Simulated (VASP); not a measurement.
A run of VASP 6.6.1 is set up as follows.

POSCAR

```
SnSe
1.0
    4.2853270000      0.0000000000      0.0000000000
    0.0000000000      4.2853270000      0.0000000000
    0.0000000000      0.0000000000     10.9906920000
Sn Se
2 2
Direct
    0.5000000000      0.0000000000      0.3722290000
    0.0000000000      0.5000000000      0.6277710000
    0.5000000000      0.0000000000      0.6160390000
    0.0000000000      0.5000000000      0.3839610000
```

INCAR.step1

```
SYSTEM = SnSe
  PREC = Accurate
  ENCUT = 400
  EDIFF = 1E-5
  ISMEAR = 0
  SIGMA = 0.01
  LREAL = .FALSE.
  LASPH = .TRUE.
  NELM = 120
  ALGO = Normal
  ISIF = 2
  LWAVE = .TRUE.
  NBANDS = 28
  GGA = PE
  GGA_COMPAT = .FALSE.
```

INCAR.step2

```
SYSTEM = SnSe
  PREC = Accurate
  ENCUT = 400
  EDIFF = 1E-6
  ISMEAR = 0
  SIGMA = 0.01
  LREAL = .FALSE.
  LASPH = .TRUE.
  NELM = 120
  ALGO = Normal
  ISIF = 2
  LWAVE = .FALSE.
  LCHARG = .TRUE.
  GGA = PE
  LHFCALC = .TRUE.
  AEXX = 0.25
  PRECFOCK = Normal
  LELF = .TRUE.
  LVHAR = .TRUE.
  NBANDS = 28
  ISTART = 1
  GGA_COMPAT = .FALSE.
```

KPOINTS

```
regular mesh
0
G
  4 4 2
  0 0 0
```

Potentials or basis: VASP PAW PBE potentials, release 64 (Sn_d, Se).

Command:

```sh
$ cat potpaw_PBE.64/Sn_d/POTCAR potpaw_PBE.64/Se/POTCAR > POTCAR
$ cp INCAR.step1 INCAR
$ mpirun -np 1 vasp_std > vasp.out
$ cp INCAR.step2 INCAR
$ mpirun -np 1 vasp_std > vasp.out
```

Question: Predict the largest force.

Answer: 0.101 eV/Å.

Question: What does it give for the band gap on the k mesh?

Answer: 2.82 eV.

Forces on the atoms (eV/Å):
```
Sn   0.000  0.000  0.097
Sn   0.000  0.000 -0.097
Se   0.000  0.000 -0.101
Se   0.000  0.000  0.101
```

Caveat: there is no dipole correction, which matters where the two faces differ; the PAW data sets were made with another functional, which shifts forces and pressure a little; spin-orbit coupling is left out, which moves the levels of the heavy elements.
